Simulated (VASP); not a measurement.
# Sc2GeTe2 (I4/mmm) in VASP: further runs, part 2 of 3

VASP 6.6.1.

## (3) Single point, PBE

This run uses another cell than the first one, of 30.50 Å³/atom.

Input file INCAR:

```
SYSTEM = Sc2GeTe2
  PREC = Accurate
  ENCUT = 520
  EDIFF = 1E-6
  ISMEAR = 0
  SIGMA = 0.1
  LREAL = .FALSE.
  LASPH = .TRUE.
  NELM = 60
  ALGO = Normal
  ISIF = 2
  LWAVE = .FALSE.
  LCHARG = .TRUE.
  GGA = PE
  LELF = .TRUE.
  LVHAR = .TRUE.
  NBANDS = 32
```

Input file KPOINTS:

```
Automatic mesh
0
G
  6 6 6
  0 0 0
```

Input file POSCAR:

```
Sc2GeTe2
1.0
   -2.5230056764      2.5230056764      5.9887174792
    2.5230056764     -2.5230056764      5.9887174792
    2.5230056764      2.5230056764     -5.9887174792
Sc Ge Te
2 1 2
Direct
    0.6348313232      0.6348313232      0.0000000000
    0.3651686768      0.3651686768      0.0000000000
    0.0000000000      0.0000000000      0.0000000000
    0.7500000000      0.2500000000      0.5000000000
    0.2500000000      0.7500000000      0.5000000000
```

Potentials or basis: VASP PAW PBE potentials, release 64 (Sc_sv, Ge_d, Te).

The run is started by

```bash
$ cat potpaw_PBE.64/Sc_sv/POTCAR potpaw_PBE.64/Ge_d/POTCAR potpaw_PBE.64/Te/POTCAR > POTCAR
$ mpirun -np 1 vasp_std > vasp.out
```

Wall time 11 min (1 thread of Intel Xeon 8259CL, shared host); peak memory 0.49 GiB.

The run converged. Its results:

```yaml
Free_energy: -23.9759 eV
Pressure: 0.1 GPa
Largest_force: 0.013 eV/Å
Band_gap_on_the_k_mesh: zero (bands 24 and 25 overlap by 0.52 eV)
```

Forces in eV/Å, atoms in the order of the input:
```
Sc   0.000  0.000 -0.013
Sc   0.000  0.000  0.013
Ge   0.000  0.000  0.000
Te   0.000  0.000  0.000
Te   0.000  0.000  0.000
```

Stress tensor (GPa, compression positive):
```
0.02 0.00 0.00
0.00 0.02 0.00
0.00 0.00 0.34
```

Levels at points of the mesh, in eV from the Fermi level:
| k point | band 22 | band 23 | band 24 | band 25 | band 26 | band 27 |
| --- | --- | --- | --- | --- | --- | --- |
| (0.00, 0.00, 0.00) | -1.20 | -0.10 | 0.14 | 0.14 | 0.51 | 0.58 |
| (0.50, 0.00, 0.00) | -2.75 | -0.71 | 0.08 | 0.25 | 0.60 | 0.70 |
| (0.50, 0.50, 0.00) | -0.91 | -0.86 | -0.29 | -0.16 | -0.02 | 0.70 |
| (0.50, 0.50, 0.50) | -0.90 | -0.57 | -0.21 | -0.21 | 0.01 | 0.68 |

Caveat: spin-orbit coupling is left out, which moves the levels of the heavy elements.

## (4) Relaxation of cell and atoms, PBE

Input file INCAR:

```
  ALGO = Normal
  EDIFF = 1E-6
  EDIFFG = -0.04
  ENCUT = 600
  GGA = PE
  IBRION = 2
  ISIF = 3
  ISMEAR = 0
  LASPH = T
  LCHARG = F
  LREAL = F
  LWAVE = F
  NELM = 80
  NSW = 90
  PREC = Accurate
  SIGMA = 0.1
```

Input file KPOINTS:

```
k-points
0
Gamma
  6 6 6
```

Input file POSCAR:

```
Sc2GeTe2
1.0
   -2.3722802300      2.3722802300      5.4376543600
    2.3722802300     -2.3722802300      5.4376543600
    2.3722802300      2.3722802300     -5.4376543600
Sc Ge Te
2 1 2
Direct
    0.6292707300      0.6292707300      0.0000000000
    0.3707292700      0.3707292700      0.0000000000
    0.0000000000      0.0000000000      0.0000000000
    0.7500000000      0.2500000000      0.5000000000
    0.2500000000      0.7500000000      0.5000000000
```

Potentials or basis: VASP PAW PBE potentials, release 64 (Sc_sv, Ge_d, Te).

The run is started by

```bash
$ cat potpaw_PBE.64/Sc_sv/POTCAR potpaw_PBE.64/Ge_d/POTCAR potpaw_PBE.64/Te/POTCAR > POTCAR
$ mpirun -np 1 vasp_std > vasp.out
```

OUTCAR:

```text
EDIFF = 1E-6
   EDIFFG = -0.04
   ENCUT = 600
   GGA = PE
   IBRION = 2
   ISIF = 3
   ISMEAR = 0
   LASPH = T
   LREAL = F
   NELM = 80
   NSW = 90
   PREC = Accurate

 ion  position               nearest neighbor table
   1  0.629  0.629  0.000-   5 2.71   4 2.71   4 2.71   5 2.71   2 2.81
   2  0.371  0.371  0.000-   5 2.71   4 2.71   4 2.71   5 2.71   1 2.81
   3  0.000  0.000  0.000-
   4  0.750  0.250  0.500-   2 2.71   1 2.71   2 2.71   1 2.71   5 3.35   5 3.35   5 3.35   5 3.35

   5  0.250  0.750  0.500-   2 2.71   1 2.71   2 2.71   1 2.71   4 3.35   4 3.35   4 3.35   4 3.35

  LATTYP: Found a body centered tetragonal cell.
 ALAT       =     4.7445604600
 C/A-ratio  =     2.2921635864

  Lattice vectors:

 A1 = (  -2.3722802300,   2.3722802300,   5.4376543600)
 A2 = (   2.3722802300,  -2.3722802300,   5.4376543600)
 A3 = (   2.3722802300,   2.3722802300,  -5.4376543600)

Analysis of symmetry for initial positions (statically):
=====================================================================
 Subroutine PRICEL returns:
 Original cell was already a primitive cell.

 Routine SETGRP: Setting up the symmetry group for a
 body centered tetragonal supercell.

 Subroutine GETGRP returns: Found 16 space group operations
 (whereof 16 operations were pure point group operations)
 out of a pool of 16 trial point group operations.

The static configuration has the point symmetry D_4h.

Analysis of symmetry for dynamics (positions and initial velocities):
=====================================================================
 Subroutine PRICEL returns:
 Original cell was already a primitive cell.

 Routine SETGRP: Setting up the symmetry group for a
 body centered tetragonal supercell.

 Subroutine GETGRP returns: Found 16 space group operations
 (whereof 16 operations were pure point group operations)
 out of a pool of 16 trial point group operations.

The dynamic configuration has the point symmetry D_4h.

 Subroutine INISYM returns: Found 16 space group operations
 (whereof 16 operations are pure point group operations),
 and found     1 'primitive' translations

----------------------------------------------------------------------------------------

                                     Primitive cell

  volume of cell :     122.4062

  direct lattice vectors                    reciprocal lattice vectors
    -2.372280230  2.372280230  5.437654360     0.000000000  0.210767680  0.091951413
     2.372280230 -2.372280230  5.437654360     0.210767680  0.000000000  0.091951413
     2.372280230  2.372280230 -5.437654360     0.210767680  0.210767680  0.000000000

  length of vectors
     6.389327971  6.389327971  6.389327971     0.229952337  0.229952337  0.298070511

  position of ions in fractional coordinates (direct lattice)
     0.629270730  0.629270730  0.000000000
     0.370729270  0.370729270  0.000000000
     0.000000000  0.000000000  0.000000000
     0.750000000  0.250000000  0.500000000
     0.250000000  0.750000000  0.500000000

  ion indices of the primitive-cell ions
   primitive index   ion index
                 1           1
                 2           2
                 3           3
                 4           4
                 5           5

----------------------------------------------------------------------------------------

 KPOINTS: k-points

Automatic generation of k-mesh.
 Grid dimensions read from file:
 generate k-points for:    6    6    6

 Generating k-lattice:

  Cartesian coordinates                     Fractional coordinates (reciprocal lattice)
     0.000000000  0.035127947  0.015325235     0.166666667  0.000000000  0.000000000
     0.035127947  0.000000000  0.015325235     0.000000000  0.166666667  0.000000000
     0.035127947  0.035127947  0.000000000     0.000000000  0.000000000  0.166666667

  Length of vectors
     0.038325389  0.038325389  0.049678419

  Shift w.r.t. Gamma in fractional coordinates (k-lattice)
     0.000000000  0.000000000  0.000000000

 Subroutine IBZKPT returns following result:
 ===========================================

 Found     30 irreducible k-points:

 Following reciprocal coordinates:
            Coordinates               Weight
  0.000000  0.000000  0.000000      1.000000
  0.166667  0.000000  0.000000      8.000000
  0.333333  0.000000  0.000000      8.000000
  0.500000 -0.000000  0.000000      4.000000
  0.166667  0.166667  0.000000      8.000000
  0.333333  0.166667 -0.000000     16.000000
[... 16 lines left out ...]
 -0.333333 -0.333333  0.166667      8.000000
 -0.166667 -0.333333  0.166667      8.000000
 [... further k-points ...]
   k-points           NKPTS =     30   k-points in BZ     NKDIM =     30   number of bands    NBANDS=     28
   number of dos      NEDOS =    301   number of ions     NIONS =      5
   total plane-waves  NPLWV = 157464
   dimension x,y,z NGX =    54 NGY =   54 NGZ =   54
   dimension x,y,z NGXF=   108 NGYF=  108 NGZF=  108
   ions per type =               2   1   2
   NGX,Y,Z   is equivalent  to a cutoff of  14.05, 14.05, 14.05 a.u.
   NGXF,Y,Z  is equivalent  to a cutoff of  28.10, 28.10, 28.10 a.u.
 SYSTEM =  unknown system
   PREC   = accura    normal or accurate (medium, high low for compatibility)
   ISTART =      0    job   : 0-new  1-cont  2-samecut
   ICHARG =      2    charge: 1-file 2-atom 10-const
   ISPIN  =      1    spin polarized calculation?
   LNONCOLLINEAR =      F non collinear calculations
   LSORBIT =      F    spin-orbit coupling
   LASPH  =      T    aspherical Exc in radial PAW
   ENCUT  =  600.0 eV  44.10 Ry    6.64 a.u.  12.76 12.76 12.76*2*pi/ulx,y,z
   NELM   =     80;   NELMIN=  2; NELMDL= -5     # of ELM steps
   EDIFF  = 0.1E-05   stopping-criterion for ELM
   LREAL  =      F    real-space projection
   EDIFFG = -.4E-01   stopping-criterion for IOM
   NSW    =     90    number of steps for IOM
   IBRION =      2    ionic relax: 0-MD 1-quasi-New 2-CG
   NFREE  =      1    steps in history (QN), initial steepest desc. (CG)
   ISIF   =      3    stress and relaxation
   ISYM   =      2    0-nonsym 1-usesym 2-fastsym
   POTIM  = 0.5000    time-step for ionic-motion
   TEBEG  =    0.0;   TEEND  =   0.0 temperature during run
   PSTRESS=    0.0 pullay stress
   NELECT =      48.0000    total number of electrons
   NUPDOWN=      -1.0000    fix difference up-down
   EMIN   =  10.00;   EMAX   =-10.00  energy-range for DOS
   EFERMI =   0.00;   METHOD = LEGACY
   ISMEAR =     0;   SIGMA  =   0.10  broadening in eV -4-tet -1-fermi 0-gaus
   EFERMI_NEDOS =   21; number of points for ismear=-14 and -15
   IALGO  =     38    algorithm
   IMIX   =      4    mixing-type and parameters
     AMIX     =   0.40;   BMIX     =  1.00
     AMIX_MAG =   1.60;   BMIX_MAG =  1.00
  volume/ion in A,a.u.               =      24.48       165.21
  Fermi-wavevector in a.u.,A,eV,Ry     =   1.198268  2.264399 19.535882  1.435847
  Thomas-Fermi vector in A             =   2.334162
   LORBIT       =      0    0 simple, 1 ext, 2 COOP (PROOUT), +10 PAW based schemes
   GGA     = PE    functional components
   LHFCALC =     F    Hartree Fock is set to
   AEXX    =    0.0000 exact exchange contribution
   IVDW    =     0    specifies the selected vdW correction
   LEPSILON=     F    determine dielectric tensor
   LRPA    =     F    only Hartree local field effects (RPA)
 conjugate gradient relaxation of ions
 non-spin polarized calculation
 Gauss-broadening in eV      SIGMA  =   0.10
  energy-cutoff  :      600.00
  volume of cell :      122.41
 maximum number of plane-waves:      4141
 NGX is ok and might be reduce to    54
   NGX = 25   NGY = 25   NGZ = 25

--------------------------------------- Ionic step        1  -------------------------------------------

 number of electron      47.9999997 magnetization

 Free energy of the ion-electron system (eV)
  ---------------------------------------------------
  ext. energy  EPLUGINS =         0.00000000
  ---------------------------------------------------
  free energy    TOTEN  =       -22.95568919 eV

  energy without entropy =      -22.93489548  energy(sigma->0) =      -22.94529233

 E-fermi :   6.4124     XC(G=0): -10.0788

 val. band max:        6.4027750297   @ k =   0.5000   0.5000   0.1667
 cond. band min:       6.4188826879   @ k =   0.3333   0.3333   0.0000
 fundamental gap:      0.0161076582
 Fermi energy:         6.4123840124

 k-point     1 :       0.0000    0.0000    0.0000
  band No.  band energies     occupation
      1     -43.1874      2.00000
      2     -43.1291      2.00000
      3     -22.1483      2.00000
      4     -21.8659      2.00000
      5     -21.8659      2.00000
      6     -21.8337      2.00000
[... 888 lines left out ...]
  energy  without entropy=      -23.9244812626  energy(sigma->0) =      -23.93656989

--------------------------------------- Ionic step        5  -------------------------------------------

 number of electron      47.9999997 magnetization

 Free energy of the ion-electron system (eV)
  ---------------------------------------------------
  ext. energy  EPLUGINS =         0.00000000
  ---------------------------------------------------
  free energy    TOTEN  =       -23.97466715 eV

  energy without entropy =      -23.95347582  energy(sigma->0) =      -23.96407148

 E-fermi :   4.4480     XC(G=0):  -9.1090

 val. band max:        4.4351031690   @ k =   0.3333   0.3333   0.0000
 cond. band min:       4.4506189244   @ k =  -0.1667   0.1667   0.0000
 fundamental gap:      0.0155157554
 Fermi energy:         4.4480362487

 k-point     1 :       0.0000    0.0000    0.0000
  band No.  band energies     occupation
      1     -45.7913      2.00000
      2     -45.7800      2.00000
      3     -24.4987      2.00000
      4     -24.4127      2.00000
      5     -24.4127      2.00000
      6     -24.4071      2.00000
[... 767 lines left out ...]
  FREE ENERGIE OF THE ION-ELECTRON SYSTEM (eV)
  ---------------------------------------------------
  free  energy   TOTEN  =       -23.9746671520 eV

  energy  without entropy=      -23.9534758173  energy(sigma->0) =      -23.96407148

 reached required accuracy - stopping structural energy minimisation
```

CONTCAR:

```text
Sc2GeTe2
   1.00000000000000
    -2.5154279189601425    2.5154279189601425    6.0446624786487497
     2.5154279189601425   -2.5154279189601425    6.0446624786487497
     2.5154279189601425    2.5154279189601425   -6.0446624786487497
  Sc              Ge              Te
     2     1     2
Direct
     0.6338722778039496    0.6338722778039496    0.0000000000000000
     0.3661277221960503    0.3661277221960503    0.0000000000000000
     0.0000000000000000    0.0000000000000000    0.0000000000000000
     0.7500000000000000    0.2500000000000000    0.5000000000000000
     0.2500000000000000    0.7500000000000000    0.5000000000000000

  0.00000000E+00  0.00000000E+00  0.00000000E+00
  0.00000000E+00  0.00000000E+00  0.00000000E+00
  0.00000000E+00  0.00000000E+00  0.00000000E+00
  0.00000000E+00  0.00000000E+00  0.00000000E+00
  0.00000000E+00  0.00000000E+00  0.00000000E+00
```

Run time: 34 min. Hardware: 1 thread of Intel Xeon 8259CL, shared host; peak memory 0.52 GiB.

What came out:

| Property | Result |
| --- | --- |
| Free energy | -23.9747 eV |
| Relaxed volume | 30.60 Å³/atom |
| Relaxed cell | a = 7.014 Å, b = 7.014 Å, c = 7.014 Å, α = 137.97°, β = 137.97°, γ = 60.95° |
| Space group after relaxing (to 0.1 Å) | I4/mmm (No. 139) |
| Energy gained by relaxing | 203.8 meV/atom |
| Ionic steps | 5 |
| Pressure after relaxing | 0.0 GPa |
| Largest force after relaxing | 0.017 eV/Å |
| Band gap on the k mesh | zero (bands 24 and 25 overlap by 0.60 eV) |

Forces on the atoms (eV/Å):
```
Sc   0.000  0.000  0.017
Sc   0.000  0.000 -0.017
Ge   0.000  0.000  0.000
Te   0.000  0.000  0.000
Te   0.000  0.000  0.000
```

The path:
```tsv
step	energy change (eV)	largest force (eV/Å)	pressure (GPa)	volume (Å³)
1	0.0000	0.5862	13.00	122.41
2	-0.7719	1.2493	-2.81	161.08
3	-0.9038	0.9009	0.28	148.20
4	-0.9930	0.3914	0.06	150.73
5	-1.0190	0.0170	-0.05	152.99
```

Final structure:
```
CELL_PARAMETERS angstrom
-2.51543 2.51543 6.04466
2.51543 -2.51543 6.04466
2.51543 2.51543 -6.04466
ATOMIC_POSITIONS crystal
Sc 0.63387 0.63387 0.00000
Sc 0.36613 0.36613 0.00000
Ge 0.00000 0.00000 0.00000
Te 0.75000 0.25000 0.50000
Te 0.25000 0.75000 0.50000
```

Levels at points of the mesh, in eV from the Fermi level:
```tsv
k point	band 22	band 23	band 24	band 25	band 26	band 27
(0.00, 0.00, 0.00)	-1.16	-0.10	0.16	0.16	0.54	0.60
(0.50, 0.00, 0.00)	-2.76	-0.73	0.07	0.25	0.61	0.68
(0.50, 0.50, 0.00)	-0.83	-0.78	-0.29	-0.23	-0.02	0.72
(0.50, 0.50, 0.50)	-0.86	-0.57	-0.20	-0.20	-0.03	0.72
```

Caveat: the volume moved by over 15 % at a fixed basis, so the end points are rough; spin-orbit coupling is left out, which moves the levels of the heavy elements.

(Continued in part 3 of 3.)
